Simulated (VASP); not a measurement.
Wanted: the native input for a VASP 6.6.1 run.

```yaml
Task: single point
Functional: LDA
Potentials_or_basis: VASP PAW LDA potentials, release 64 (B, N)
Cutoff: 600 eV
k_mesh: 10 × 10 × 10
Occupations: gaussian, width 0.01 eV
Spin: no spin polarisation
Dipole_correction: no
Further_INCAR_settings: ALGO = Normal; EDIFF = 1e-06; NBANDS = 11
```

The structure of BN (zinc blende) lies in POSCAR:

```
BN
1.0
    0.0000000000      1.6423135918      1.6423135918
    1.6423135918      0.0000000000      1.6423135918
    1.6423135918      1.6423135918      0.0000000000
B N
1 1
Direct
    0.0000000000      0.0000000000      0.0000000000
    0.2500000000      0.2500000000      0.2500000000
```

This cell differs from its parent crystal: volume scaled by 0.75.

One way to write it, as run:

INCAR

```
ALGO = Normal ; EDIFF = 1E-6
ENCUT = 600 ; GGA_COMPAT = F
ISIF = 2 ; ISMEAR = 0
LASPH = T ; LCHARG = F
LREAL = F ; LWAVE = F
NBANDS = 11 ; NELM = 120
PREC = Accurate ; SIGMA = 0.01
```

KPOINTS

```
k-points
0
Gamma
  10 10 10
```

Potentials or basis: VASP PAW LDA potentials, release 64 (B, N).

Command:

```console
$ cat potpaw_LDA.64/B/POTCAR potpaw_LDA.64/N/POTCAR > POTCAR
$ mpirun -np 1 vasp_std > vasp.out
```

It gave:

* Pressure: 167.4 GPa
* Band gap on the k mesh: 4.64 eV, indirect (least direct gap 10.05 eV)

It took 8.5 s on 1 thread of Intel Xeon 8259CL, on a shared host, peak memory 0.12 GiB.
